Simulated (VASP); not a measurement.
A run of VASP 6.6.1:

INCAR

```
PREC = Accurate
ENCUT = 600
EDIFF = 1E-6
ISMEAR = 0
SIGMA = 0.1
LREAL = F
LASPH = T
NELM = 200
ALGO = Normal
ISIF = 2
LWAVE = F
LCHARG = T
GGA = PE
LELF = T
LVHAR = T
NBANDS = 30
GGA_COMPAT = F
LMAXMIX = 6
```

The input KPOINTS:

```
Automatic mesh
0
Gamma
  4 4 4
```

File POSCAR:

```
Er3RuC
1.0
    5.1379351942      0.0000000000      0.0000000000
    0.0000000000      5.1379351942      0.0000000000
    0.0000000000      0.0000000000      4.6881683180
Er Ru C
3 1 1
Direct
    0.0000000000      0.5000000000      0.5000000000
    0.5000000000      0.0000000000      0.5000000000
    0.5000000000      0.5000000000      0.0000000000
    0.0000000000      0.0000000000      0.5000000000
    0.5000000000      0.5000000000      0.5000000000
```

Potentials or basis: VASP PAW PBE potentials, release 64 (Er_3, Ru_pv, C), 4f in core.

The run is started by

```sh
$ cat potpaw_PBE.64/Er_3/POTCAR potpaw_PBE.64/Ru_pv/POTCAR potpaw_PBE.64/C/POTCAR > POTCAR
$ mpirun -np 1 vasp_std > vasp.out
```

Hardware: 1 thread of Intel(R) Xeon(R) 6975P-C (Granite Rapids) (shared host).

Task: How long does it take, and how much memory?

Result: Wall time 62 s on 1 thread of Intel(R) Xeon(R) 6975P-C (Granite Rapids) (shared host), peak memory 0.3 GiB. Counts: scf iterations 16, k points 18.
